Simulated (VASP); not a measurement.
Set up this calculation in VASP 6.6.1, as the native input.

```yaml
Task: single point
Functional: PBEsol
Potentials_or_basis: VASP PAW PBE potentials, release 64 (Al)
Cutoff: 520 eV
k_mesh: 14 × 14 × 1
Occupations: fermi-dirac, width 0.05 eV
Spin: no spin polarisation
Dipole_correction: yes
Further_INCAR_settings: ALGO = Normal; EDIFF = 1e-06; NBANDS = 8
```

The structure of Al lies in POSCAR:

```
Al
1.0
    2.8388187244      0.0000000000      0.0000000000
    0.0000000000      2.8388187244      0.0000000000
    0.0000000000      0.0000000000     16.0000000000
Al
1
Direct
    0.0000000000      0.0000000000      0.5000000000
```

These files were run (other wordings do the same):

INCAR

```
PREC = Accurate
ENCUT = 520
EDIFF = 1E-6
ISMEAR = -1
SIGMA = 0.05
LREAL = F
LASPH = T
NELM = 60
ALGO = Normal
ISIF = 2
LWAVE = F
LCHARG = F
LDIPOL = T
IDIPOL = 3
DIPOL = 0.5 0.5 0.500
GGA = PS
NBANDS = 8
```

KPOINTS

```
regular mesh
0
Gamma
  14 14 1
```

Potentials or basis: VASP PAW PBE potentials, release 64 (Al).

The run is started by

```sh
$ cat potpaw_PBE.64/Al/POTCAR > POTCAR
$ mpirun -np 1 vasp_std > vasp.out
```

It took 28 s on 1 thread of Intel(R) Xeon(R) Platinum 8488C (Sapphire Rapids) (shared host), peak memory 0.24 GiB.
